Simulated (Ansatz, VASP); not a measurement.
# ZnO in VASP and in Ansatz

```xyz
4
Lattice="3.2374 0.0000 0.0000 -1.6187 2.8036 0.0000 0.0000 0.0000 5.2221" Properties=species:S:1:pos:R:3 pbc="T T T"
Zn    1.6187    0.9345    2.6141
Zn    0.0000    1.8691    0.0031
O     1.6187    0.9345    4.5939
O     0.0000    1.8691    1.9829
```

Alike in both runs: task relaxation of cell and atoms; functional r2SCAN; k mesh 12 × 12 × 6; occupations gaussian, width 0.02 eV; no spin polarisation.

```csv
,VASP,Ansatz
version,VASP 6.6.1,Ansatz 0.2.0
potentials or method,"VASP PAW PBE potentials, release 64 (Zn, O), cutoff 600 eV","scalar-relativistic, plane waves, PAW"
valence electrons in the cell,36,36
```

VASP gave:

- gap on the k mesh at the Fermi level, each at its own relaxed structure (eV): 1.23
- relaxed volume (Å³/atom): 11.87
- relaxed length of the cell vector where the two differ most in proportion (Å): 5.224

**Question.** Estimate Ansatz's values.

**Answer.** gap on the k mesh at the Fermi level, each at its own relaxed structure (eV): 1.24; relaxed volume (Å³/atom): 11.81; relaxed length of the cell vector where the two differ most in proportion (Å): 5.212.

VASP's potentials were made for PBE, not for r2SCAN.
